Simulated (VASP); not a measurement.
**NiSb: single point with PBE**

Crystal: NiSb.

```
Ni Sb
1.0
     3.73540    0.00000    0.00000
    -1.86770    3.23496    0.00000
     0.00000    0.00000    4.86896
Ni Sb
2 2
Direct
  0.00000 0.00000 0.00000
  0.00000 0.00000 0.50000
  0.33333 0.66667 0.25000
  0.66667 0.33333 0.75000
```

* Program: VASP 6.6.1
* Task: single point
* Functional: PBE
* Potentials or basis: VASP PAW PBE potentials, release 64 (Ni, Sb)
* Cutoff: 520 eV
* k mesh: 10 × 10 × 7
* Occupations: fermi-dirac, width 0.05 eV
* Spin: no spin polarisation
* Dipole correction: no
* Further INCAR settings: ALGO = Normal; EDIFF = 1e-06; NBANDS = 23

The pressure is 31.6 GPa. The band gap on the k mesh is zero (bands 15 and 16 overlap by 3.62 eV).

Stress tensor (GPa, compression positive):
```
32.05  0.00  0.00
 0.00 32.05  0.00
 0.00  0.00 30.83
```

Levels at points of the mesh, in eV from the Fermi level:
```tsv
k point	band 12	band 13	band 14	band 15	band 16	band 17	band 18	band 19
(0.00, 0.00, 0.00)	-1.79	-0.14	0.63	0.63	2.84	2.84	3.23	4.78
(0.50, 0.00, 0.00)	-2.45	-2.09	-1.87	-1.77	-0.14	1.25	3.43	4.70
```

Run time: 2.1 min on 1 thread of AMD EPYC 7R13 (shared host), peak memory 0.19 GiB.

Caveat: the cell stands under pressure; spin-orbit coupling is left out, which moves the levels of the heavy elements. Spin polarisation is off, so any magnetic state and its effect on volume and gap are missing.
